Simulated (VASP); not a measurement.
Runs of VASP 6.6.1 on Te. The structure is that of space group C2/m (No. 12), or close to it. The cells are those of the table. 

```csv
task,cell,gap on the mesh (eV),pressure (GPa),largest force (eV/Å)
single point,"a = 4.998, b = 4.998, c = 3.960 Å, angles 91.7, 91.7, 58.5°, 3 atoms",none,-0.3,0.28
single point,"a = 4.901, b = 4.901, c = 3.960 Å, angles 91.7, 91.7, 58.5°, 3 atoms",none,(c),0.40
electric field gradients,"a = 4.853, b = 4.853, c = 3.880 Å, angles 91.7, 91.7, 58.5°, 3 atoms",none,(b),(a)
electric field gradients,"a = 4.853, b = 4.853, c = 3.999 Å, angles 91.6, 91.6, 58.5°, 3 atoms",none,4.3,0.44
```

Alike in all rows: level LDA; potentials or basis VASP PAW LDA potentials, release 64 (Te); no spin polarisation; k mesh 8 × 8 × 8; cutoff (eV) 520; smearing fermi-dirac 0.05 eV.

Question: Fill in the values left out.

Answer: (a) 0.50; (b) 6.1; (c) 2.9.

Caveats: spin-orbit coupling is left out, which moves the levels of the heavy elements.

A k mesh can miss the band edges, and the runs leave out spin-orbit coupling on Te.

A gap of «none» marks levels without a gap at the run's occupations.
